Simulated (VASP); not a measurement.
# LaNb4O (P4/mmm) in VASP: a series of runs, part 2 of 2

VASP 6.6.1. The steps go on from the part before.

## 4. Relaxation of cell and atoms, PBE

The input, INCAR:

```
ALGO = Normal
EDIFF = 1E-7
EDIFFG = -0.04
ENCUT = 600
GGA = PE
IBRION = 2
ISIF = 3
ISMEAR = 0
LASPH = True
LCHARG = False
LREAL = False
LWAVE = False
NELM = 100
NSW = 90
PREC = Accurate
SIGMA = 0.1
```

The input, KPOINTS:

```
k-points
0
Gamma
  4 4 4
```

The input, POSCAR:

```
LaNb4O
1.0
    4.3254494200      0.0000000000      0.0000000000
    0.0000000000      4.3254494200      0.0000000000
    0.0000000000      0.0000000000      6.1302566000
La Nb O
1 4 1
Direct
    0.0000000000      0.0000000000      0.0000000000
    0.5000000000      0.0000000000      0.7565800000
    0.0000000000      0.5000000000      0.2434200000
    0.5000000000      0.0000000000      0.2434200000
    0.0000000000      0.5000000000      0.7565800000
    0.5000000000      0.5000000000      0.5000000000
```

Potentials or basis: VASP PAW PBE potentials, release 64 (La, Nb_sv, O).

Command:

```sh
> cat potpaw_PBE.64/La/POTCAR potpaw_PBE.64/Nb_sv/POTCAR potpaw_PBE.64/O/POTCAR > POTCAR
> mpirun -np 1 vasp_std > vasp.out
```

OUTCAR:

```text
EDIFF = 1E-7
   EDIFFG = -0.04
   ENCUT = 600
   GGA = PE
   IBRION = 2
   ISIF = 3
   ISMEAR = 0
   LASPH = True
   LREAL = False
   NELM = 100
   NSW = 90
   PREC = Accurate

 ion  position               nearest neighbor table
   1  0.000  0.000  0.000-   2 2.63   3 2.63   4 2.63   5 2.63   3 2.63   5 2.63   2 2.63   4 2.63

   2  0.500  0.000  0.757-   1 2.63   1 2.63   4 2.98
   3  0.000  0.500  0.243-   1 2.63   1 2.63   5 2.98
   4  0.500  0.000  0.243-   1 2.63   1 2.63   2 2.98
   5  0.000  0.500  0.757-   1 2.63   1 2.63   3 2.98
   6  0.500  0.500  0.500-

  LATTYP: Found a simple tetragonal cell.
 ALAT       =     4.3254494200
 C/A-ratio  =     1.4172531001

  Lattice vectors:

 A1 = (   4.3254494200,   0.0000000000,   0.0000000000)
 A2 = (   0.0000000000,   4.3254494200,   0.0000000000)
 A3 = (   0.0000000000,   0.0000000000,   6.1302566000)

Analysis of symmetry for initial positions (statically):
=====================================================================
 Subroutine PRICEL returns:
 Original cell was already a primitive cell.

 Routine SETGRP: Setting up the symmetry group for a
 simple tetragonal supercell.

 Subroutine GETGRP returns: Found 16 space group operations
 (whereof 16 operations were pure point group operations)
 out of a pool of 16 trial point group operations.

The static configuration has the point symmetry D_4h.

Analysis of symmetry for dynamics (positions and initial velocities):
=====================================================================
[... 275 lines left out ...]
  free  energy   TOTEN  =       -45.2493061634 eV

  energy  without entropy=      -45.1965100870  energy(sigma->0) =      -45.22290813

 E-fermi :  10.3732     XC(G=0): -11.6318

 val. band max:       10.3526085620   @ k =   0.2500   0.0000   0.0000
 cond. band min:      10.3761605330   @ k =   0.5000   0.0000   0.0000
 fundamental gap:      0.0235519710
 Fermi energy:        10.3731707692

 k-point     1 :       0.0000    0.0000    0.0000
  band No.  band energies     occupation
      1     -44.6233      2.00000
      2     -44.5174      2.00000
      3     -44.1435      2.00000
      4     -44.0458      2.00000
      5     -22.1199      2.00000
      6     -21.6465      2.00000
[... 781 lines left out ...]
     40      12.4901      0.00000
     41      12.5007      0.00000

[... ionic steps 4 to 19 ...]

--------------------------------------- Ionic step       20  -------------------------------------------

 number of electron      69.0000007 magnetization

------------------------ aborting loop because EDIFF is reached ----------------------------------------
[... 75 lines left out ...]
--------------------------------------- Ionic step       22  -------------------------------------------

 number of electron      69.0000012 magnetization

 Free energy of the ion-electron system (eV)
  ---------------------------------------------------
  ext. energy  EPLUGINS =         0.00000000
  ---------------------------------------------------
  free energy    TOTEN  =       -49.37449238 eV

  energy without entropy =      -49.35161125  energy(sigma->0) =      -49.36305182

 E-fermi :   9.4818     XC(G=0): -11.1679

 val. band max:        9.4590406736   @ k =   0.5000   0.0000   0.0000
 cond. band min:       9.5113764099   @ k =   0.5000   0.2500   0.0000
 fundamental gap:      0.0523357363
 Fermi energy:         9.4818367904

 k-point     1 :       0.0000    0.0000    0.0000
  band No.  band energies     occupation
      1     -45.5854      2.00000
      2     -45.4470      2.00000
      3     -45.3060      2.00000
      4     -45.1768      2.00000
      5     -22.8498      2.00000
      6     -22.1220      2.00000
[... 814 lines left out ...]
  FREE ENERGIE OF THE ION-ELECTRON SYSTEM (eV)
  ---------------------------------------------------
  free  energy   TOTEN  =       -49.3744923812 eV

  energy  without entropy=      -49.3516112508  energy(sigma->0) =      -49.36305182

 reached required accuracy - stopping structural energy minimisation
```

OSZICAR:

```text
N       E                     dE             d eps       ncg     rms          rms(c)
DAV:   1     0.103877732466E+04    0.10388E+04   -0.36524E+04  1692   0.258E+03
DAV:   2     0.112624085832E+03   -0.92615E+03   -0.90138E+03  1732   0.718E+02
[... 364 lines left out ...]
DAV:   7    -0.493744883762E+02   -0.33718E-04   -0.10840E-04  2325   0.524E-02    0.602E-03
DAV:   8    -0.493744914873E+02   -0.31110E-05   -0.25510E-05  2844   0.287E-02    0.565E-03
DAV:   9    -0.493744932005E+02   -0.17132E-05   -0.33003E-06  2183   0.118E-02    0.278E-03
DAV:  10    -0.493744922353E+02    0.96514E-06   -0.54147E-07  1701   0.551E-03    0.819E-04
DAV:  11    -0.493744924802E+02   -0.24486E-06   -0.97863E-08  1276   0.335E-03    0.638E-04
DAV:  12    -0.493744923812E+02    0.99009E-07   -0.29093E-08  1189   0.216E-03
  22 F= -.49374492E+02 E0= -.49363052E+02  d E =-.183448E-02
```

Wall time 20 min (1 thread of Intel Xeon 6975P-C (Granite Rapids), shared host); peak memory 0.32 GiB.

Results:

| Property | Result |
| --- | --- |
| Free energy | -49.3745 eV |
| Relaxed volume | 20.43 Å³/atom |
| Relaxed cell | a = 3.949 Å, b = 3.949 Å, c = 7.863 Å, α = 90.00°, β = 90.00°, γ = 90.00° |
| Space group after relaxing (to 0.1 Å) | P4/mmm (No. 123) |
| Energy gained by relaxing | 862.5 meV/atom |
| Ionic steps | 22 |
| Pressure after relaxing | 0.2 GPa |
| Largest force after relaxing | 0.017 eV/Å |
| Band gap on the k mesh | zero (an odd number of electrons rules out a gap without spin polarisation) |

Forces on the atoms (eV/Å):
```
La   0.000  0.000  0.000
Nb   0.000  0.000 -0.017
Nb   0.000  0.000  0.017
Nb   0.000  0.000  0.017
Nb   0.000  0.000 -0.017
O    0.000  0.000  0.000
```

The path:
| step | energy change (eV) | largest force (eV/Å) | pressure (GPa) | volume (Å³) |
| --- | --- | --- | --- | --- |
| 1 | 0.0000 | 1.4569 | -1.23 | 114.69 |
| 2 | -0.3978 | 1.2747 | -0.08 | 112.26 |
| 3 | -1.0497 | 0.2976 | 11.51 | 105.12 |
| 4 | -1.0309 | 1.0304 | 6.59 | 107.14 |
| 5 | -1.0740 | 0.7331 | 8.87 | 106.07 |
| 6 | -1.2569 | 0.5229 | 8.46 | 107.45 |
| 7 | -1.4686 | 1.2278 | 8.18 | 111.66 |
| 8 | -1.7601 | 1.2126 | 5.29 | 115.47 |
| 9 | -2.3660 | 1.3120 | -1.02 | 127.18 |
| 10 | -2.1658 | 1.8764 | -7.85 | 151.80 |
| 11 | -2.4664 | 1.7113 | -4.94 | 139.92 |
| 12 | -3.5795 | 1.4208 | -8.20 | 142.16 |
| 13 | -3.9187 | 0.2877 | -10.48 | 144.52 |
| 14 | -4.3590 | 0.2712 | -10.42 | 144.16 |
| 15 | -4.9142 | 0.6694 | -2.91 | 131.41 |
| 16 | -4.9283 | 0.7492 | -1.26 | 129.35 |
| 17 | -5.0076 | 0.6647 | -0.91 | 128.11 |
| 18 | -5.1437 | 0.4906 | 0.27 | 124.35 |
| 19 | -5.1546 | 0.3973 | 0.88 | 122.75 |
| 20 | -5.1683 | 0.2119 | -1.03 | 123.59 |
| 21 | -5.1731 | 0.0124 | -0.42 | 123.30 |
| 22 | -5.1749 | 0.0170 | 0.20 | 122.60 |

Final structure:
```yaml
crystal:
  lattice:
    - [3.94868, 0.00000, 0.00000]
    - [0.00000, 3.94868, 0.00000]
    - [0.00000, 0.00000, 7.86296]
  atoms:
    - { symbol: La, position: [0.00000, 0.00000, 0.00000] }
    - { symbol: Nb, position: [0.50000, 0.00000, 0.66718] }
    - { symbol: Nb, position: [0.00000, 0.50000, 0.33282] }
    - { symbol: Nb, position: [0.50000, 0.00000, 0.33282] }
    - { symbol: Nb, position: [0.00000, 0.50000, 0.66718] }
    - { symbol: O, position: [0.50000, 0.50000, 0.50000] }
```

Caveat: the k points lie up to 0.40 Å⁻¹ apart in the final cell, too coarse for converged energies and pressures of a metal; a cell axis changed by over 15 % at a fixed basis, so the end point is rough; spin-orbit coupling is left out, which moves the levels of the heavy elements.

## 5. Single point, PBE, collinear spin, zero start

The input, INCAR:

```
PREC = Accurate
ENCUT = 520
EDIFF = 1E-6
ISMEAR = 0
SIGMA = 0.1
LREAL = False
LASPH = True
NELM = 150
ALGO = Normal
ISIF = 2
LWAVE = False
LCHARG = False
ISPIN = 2
MAGMOM = 0 0 0 0 0 0
LORBIT = 11
LMAXMIX = 6
GGA = PE
NBANDS = 48
```

The input, KPOINTS:

```
regular mesh
0
Gamma
  4 4 4
```

POSCAR is that of step 4.

Command:

```sh
> cat potpaw_PBE.64/La/POTCAR potpaw_PBE.64/Nb_sv/POTCAR potpaw_PBE.64/O/POTCAR > POTCAR
> mpirun -np 1 vasp_std > vasp.out
```

Wall time 2.3 min (1 thread of Intel Xeon 6975P-C (Granite Rapids), shared host); peak memory 0.35 GiB.

The run converged. Its results:

```
Free energy                                           : -44.1979 eV
Pressure                                              : -1.2 GPa
Largest force                                         : 1.458 eV/Å
Net moment                                            : 0.00 μB per cell
Valence electrons inside the program's atomic spheres : La 10.09; Nb 10.76; O 4.81
```

Forces on the atoms (eV/Å):
```
La   0.000  0.000  0.000
Nb   0.000  0.000 -1.458
Nb   0.000  0.000  1.458
Nb   0.000  0.000  1.458
Nb   0.000  0.000 -1.458
O    0.000  0.000  0.000
```

Stress tensor (GPa, compression positive):
```
-0.59  0.00  0.00
 0.00 -0.59  0.00
 0.00  0.00 -2.47
```

Levels at points of the mesh, in eV from the Fermi level:
Spin up:
| k point | band 30 | band 31 | band 32 | band 33 | band 34 | band 35 | band 36 | band 37 | band 38 | band 39 |
| --- | --- | --- | --- | --- | --- | --- | --- | --- | --- | --- |
| (0.00, 0.00, 0.00) | -2.45 | -0.72 | -0.72 | -0.07 | 0.19 | 0.19 | 0.45 | 0.60 | 0.60 | 1.63 |
| (0.50, 0.00, 0.00) | -1.71 | -1.42 | -1.11 | -0.55 | -0.31 | -0.04 | 0.07 | 0.70 | 0.73 | 1.10 |
| (0.50, 0.50, 0.00) | -2.47 | -1.42 | -0.08 | -0.08 | 0.04 | 0.19 | 0.19 | 0.52 | 0.52 | 0.71 |
| (0.00, 0.00, 0.50) | -1.80 | -1.74 | -0.97 | -0.97 | -0.19 | -0.19 | -0.07 | 0.11 | 0.65 | 1.63 |
| (0.50, 0.00, 0.50) | -1.73 | -1.50 | -0.99 | -0.62 | -0.52 | -0.51 | -0.39 | 0.19 | 0.33 | 0.36 |
| (0.50, 0.50, 0.50) | -2.08 | -1.30 | -1.15 | -0.50 | -0.50 | -0.16 | 0.02 | 0.02 | 0.77 | 1.68 |
Spin down:
```csv
k point,band 31,band 32,band 33,band 34,band 35,band 36,band 37,band 38
"(0.00, 0.00, 0.00)",-0.73,-0.73,-0.07,0.19,0.19,0.45,0.60,0.60
"(0.50, 0.00, 0.00)",-1.42,-1.11,-0.55,-0.31,-0.04,0.07,0.70,0.73
"(0.50, 0.50, 0.00)",-1.42,-0.08,-0.08,0.04,0.19,0.19,0.52,0.52
"(0.00, 0.00, 0.50)",-1.74,-0.97,-0.97,-0.19,-0.19,-0.07,0.11,0.65
"(0.50, 0.00, 0.50)",-1.50,-0.99,-0.62,-0.52,-0.51,-0.39,0.19,0.33
"(0.50, 0.50, 0.50)",-1.30,-1.15,-0.50,-0.50,-0.16,0.02,0.02,0.77
```

Caveat: the k points lie up to 0.36 Å⁻¹ apart; no moment was typed at the start, so none could form; spin-orbit coupling is left out, which moves the levels of the heavy elements; forces of over 1 eV/Å act on the atoms, so gaps and moduli don't describe the material at rest.

## 6. Single point, PBE

This run uses another cell than the first one, of 20.68 Å³/atom.

The input, INCAR:

```
  PREC = Accurate
  ENCUT = 520
  EDIFF = 1E-7
  ISMEAR = 0
  SIGMA = 0.1
  LREAL = False
  LASPH = True
  NELM = 60
  ALGO = Normal
  ISIF = 2
  LWAVE = False
  LCHARG = True
  GGA = PE
  LELF = True
  LVHAR = True
  NBANDS = 44
```

The input, KPOINTS:

```
regular mesh
0
Gamma
  10 10 6
```

The input, POSCAR:

```
LaNb4O
1.0
    3.9481647890      0.0000000000      0.0000000000
    0.0000000000      3.9481647890      0.0000000000
    0.0000000000      0.0000000000      7.9616170157
La Nb O
1 4 1
Direct
    0.0000000000      0.0000000000      0.0000000000
    0.5000000000      0.0000000000      0.6655567382
    0.0000000000      0.5000000000      0.3344432618
    0.5000000000      0.0000000000      0.3344432618
    0.0000000000      0.5000000000      0.6655567382
    0.5000000000      0.5000000000      0.5000000000
```

Potentials or basis: VASP PAW PBE potentials, release 64 (La, Nb_sv, O).

Command:

```sh
> cat potpaw_PBE.64/La/POTCAR potpaw_PBE.64/Nb_sv/POTCAR potpaw_PBE.64/O/POTCAR > POTCAR
> mpirun -np 1 vasp_std > vasp.out
```

It took 4.8 min on 1 thread of Intel Xeon 6975P-C (Granite Rapids), shared host; peak memory 0.53 GiB.

Results (log left out):

```yaml
Free_energy: -49.3974 eV
Pressure: -0.1 GPa
Largest_force: 0.009 eV/Å
Band_gap_on_the_k_mesh: zero (an odd number of electrons rules out a gap without spin polarisation)
```

Forces on the atoms (eV/Å):
```
La   0.000  0.000  0.000
Nb   0.000  0.000 -0.009
Nb   0.000  0.000  0.009
Nb   0.000  0.000  0.009
Nb   0.000  0.000 -0.009
O    0.000  0.000  0.000
```

Levels at points of the mesh, in eV from the Fermi level:
```tsv
k point	band 32	band 33	band 34	band 35	band 36	band 37
(0.00, 0.00, 0.00)	-0.39	-0.39	-0.39	-0.39	0.08	0.88
(0.50, 0.00, 0.00)	-0.82	-0.14	-0.14	0.02	0.27	0.97
(0.50, 0.50, 0.00)	-0.49	-0.49	-0.12	-0.04	-0.03	-0.03
(0.00, 0.00, 0.50)	-0.87	-0.87	-0.57	-0.44	0.32	0.32
(0.50, 0.00, 0.50)	-0.66	-0.58	-0.36	0.01	0.12	0.28
(0.50, 0.50, 0.50)	-1.58	-1.42	-1.42	1.44	1.54	1.54
```

Caveat: spin-orbit coupling is left out, which moves the levels of the heavy elements.

## 7. The runs side by side

```tsv
task	spin	cell	k mesh	cutoff (eV)	gap on the mesh (eV)	pressure (GPa)	largest force (eV/Å)
single point	off	a = 4.325, b = 4.325, c = 6.130 Å, 6 atoms, atomic positions A	4 × 4 × 4	520	none	-1.2	1.46
single point	off	a = 3.950, b = 3.950, c = 7.934 Å, 6 atoms, atomic positions B	4 × 4 × 4	520	none	-0.2	0.01
relaxation of cell and atoms	off	relaxed from a = 4.325, b = 4.325, c = 6.130 Å, 6 atoms, atomic positions A	4 × 4 × 4	600	none	0.2	0.02
single point	collinear, zero start	a = 4.325, b = 4.325, c = 6.130 Å, 6 atoms, atomic positions A	4 × 4 × 4	520	none	-1.2	1.46
single point	off	a = 3.948, b = 3.948, c = 7.962 Å, 6 atoms, atomic positions C	10 × 10 × 6	520	none	-0.1	0.01
```

Alike in all rows: level PBE; potentials or basis VASP PAW PBE potentials, release 64 (La, Nb_sv, O); smearing gaussian 0.1 eV.

Caveats: some runs use coarse meshes; spin-orbit coupling is left out, which moves the levels of the heavy elements; forces of over 1 eV/Å act on the atoms, so gaps and moduli don't describe the material at rest (at least some runs); a cell axis changed by over 15 % at a fixed basis, so the end point is rough (at least some runs); no moment was typed at the start, so none could form (at least some runs).

Total energies depend on the potentials used, so only differences within one code and one set of settings carry meaning.

The gap in the log of VASP goes by the Fermi energy; the results here count the filled bands.